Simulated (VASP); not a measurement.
Input of a VASP 6.6.1 run:

The input INCAR:

```
SYSTEM = BeZn4O
ALGO = Normal
EDIFF = 1E-7
ENCUT = 520
GGA = PE
ISIF = 2
ISMEAR = 0
ISPIN = 2
LASPH = .TRUE.
LCHARG = .FALSE.
LORBIT = 11
LREAL = .FALSE.
LWAVE = .FALSE.
MAGMOM = 0.2 0 0 0 0 0.82
NBANDS = 41
NELM = 150
PREC = Accurate
SIGMA = 0.1
```

KPOINTS

```
k-points
0
G
  10 10 10
  0 0 0
```

File POSCAR:

```
BeZn4O
1.0
    0.0000000000      3.4853281262      3.4853281262
    3.4853281262      0.0000000000      3.4853281262
    3.4853281262      3.4853281262      0.0000000000
Be Zn O
1 4 1
Direct
    0.2500000000      0.2500000000      0.2500000000
    0.6248070885      0.6248070885      0.1255787345
    0.6248070885      0.1255787345      0.6248070885
    0.1255787345      0.6248070885      0.6248070885
    0.6248070885      0.6248070885      0.6248070885
    0.0000000000      0.0000000000      0.0000000000
```

Potentials or basis: VASP PAW PBE potentials, release 64 (Be, Zn, O).

Command:

```sh
$ cat potpaw_PBE.64/Be/POTCAR potpaw_PBE.64/Zn/POTCAR potpaw_PBE.64/O/POTCAR > POTCAR
$ mpirun -np 1 vasp_std > vasp.out
```

Q: What does it give for the net moment?

A: 0.00 μB per cell.

Q: Estimate the band gap on the k mesh.

A: Zero (filled and empty bands overlap).

Q: Predict the pressure.

A: 0.3 GPa.

Caveat: semilocal functionals underestimate gaps, and a narrow one can read as zero.
